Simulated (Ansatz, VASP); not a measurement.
TiO2: VASP beside Ansatz

INCAR

```
SYSTEM = TiO2
PREC = Accurate
ENCUT = 520
EDIFF = 1E-6
ISMEAR = 0
SIGMA = 0.05
LREAL = .FALSE.
LASPH = .TRUE.
NELM = 100
ALGO = Normal
ISIF = 2
LWAVE = .FALSE.
LCHARG = .TRUE.
GGA = PS
LELF = .TRUE.
LVHAR = .TRUE.
NBANDS = 33
```

KPOINTS

```
regular mesh
0
G
  6 6 10
  0 0 0
```

File POSCAR:

```
TiO2
1.0
    4.5912476203      0.0000000000      0.0000000000
    0.0000000000      4.5912476203      0.0000000000
    0.0000000000      0.0000000000      2.9389940195
Ti O
2 4
Direct
    0.0075521721     -0.0075521721     -0.0193089681
    0.5000000000      0.5000000000      0.5000000000
    0.3044387440      0.3044387440      0.0000000000
    0.1955612560      0.8044387440      0.5000000000
    0.6955612560      0.6955612560      0.0000000000
    0.8044387440      0.1955612560      0.5000000000
```

Input for Ansatz:

```yaml
crystal:
  lattice:
    - [4.5912476203, 0.0, 0.0]
    - [0.0, 4.5912476203, 0.0]
    - [0.0, 0.0, 2.9389940195]
  atoms:
    - { symbol: Ti, position: [0.0075521721, -0.0075521721, -0.0193089681] }
    - { symbol: Ti, position: [0.5, 0.5, 0.5] }
    - { symbol: O, position: [0.304438744, 0.304438744, 0.0] }
    - { symbol: O, position: [0.195561256, 0.804438744, 0.5] }
    - { symbol: O, position: [0.695561256, 0.695561256, 0.0] }
    - { symbol: O, position: [0.804438744, 0.195561256, 0.5] }
basis:
  ecutwfc: 420
kpoints:
  mp_grid: { grid: [6, 6, 10] }
hamiltonian:
  xc: pbesol
scf:
  occupations: { method: gaussian, width: 0.05 }
output:
  forces: true
  stress: true
  eigenvalues: true
```

Alike in both runs: task single point; functional PBEsol; k mesh 6 × 6 × 10; occupations gaussian, width 0.05 eV; no spin polarisation.

|  | VASP | Ansatz |
| --- | --- | --- |
| version | VASP 6.6.1 | Ansatz 0.2.0 |
| potentials or method | VASP PAW PBE potentials, release 64 (Ti_sv, O), cutoff 520 eV | scalar-relativistic, plane waves, PAW |
| valence electrons in the cell | 48 | 48 |

```csv
,VASP,Ansatz,Ansatz less VASP
gap on the k mesh at the Fermi level (eV),1.84,1.87,+0.027
least direct gap on the mesh (eV),1.85,1.87,+0.027
pressure (GPa),1.0,0.4,-0.67
"traceless stress, the component that is largest in VASP (GPa)",0.61,0.41,-0.206
rms of the force components (eV/Å),0.316,0.311,-0.0054
```

VASP's potentials were made for PBE, not for PBEsol. Atom by atom the forces differ by 0.015 eV/Å (rms over components).
